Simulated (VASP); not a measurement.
Input of a VASP 6.6.1 run:

The input INCAR:

```
SYSTEM = AgI
PREC = Accurate
ENCUT = 500
EDIFF = 1E-6
ISMEAR = -1
SIGMA = 0.05
LREAL = .FALSE.
LASPH = .TRUE.
NELM = 120
ALGO = Normal
ISIF = 2
LWAVE = .FALSE.
LCHARG = .FALSE.
GGA = PS
NBANDS = 26
GGA_COMPAT = .FALSE.
```

Contents of KPOINTS:

```
regular mesh
0
G
  10 10 6
  0 0 0
```

POSCAR

```
AgI
1.0
    4.5589426758      0.0000000000      0.0000000000
   -2.2794713379      3.9481601717      0.0000000000
    0.0000000000      0.0000000000      7.4542371408
Ag I
2 2
Direct
    0.6666666667      0.3333333333      0.6275646764
    0.3333333333      0.6666666667      0.1275646764
    0.6666666667      0.3333333333      0.0024353236
    0.3333333333      0.6666666667      0.5024353236
```

Potentials or basis: VASP PAW PBE potentials, release 64 (Ag, I).

Run with:

```bash
$ cat potpaw_PBE.64/Ag/POTCAR potpaw_PBE.64/I/POTCAR > POTCAR
$ mpirun -np 1 vasp_std > vasp.out
```

**Question.** Estimate the band gap on the k mesh.

**Answer.** 1.23 eV.

**Question.** Predict the pressure.

**Answer.** 0.0 GPa.

Caveat: the PAW data sets were made with another functional, which shifts forces and pressure a little; spin-orbit coupling is left out, which moves the levels of the heavy elements. A k mesh can miss the band edges.
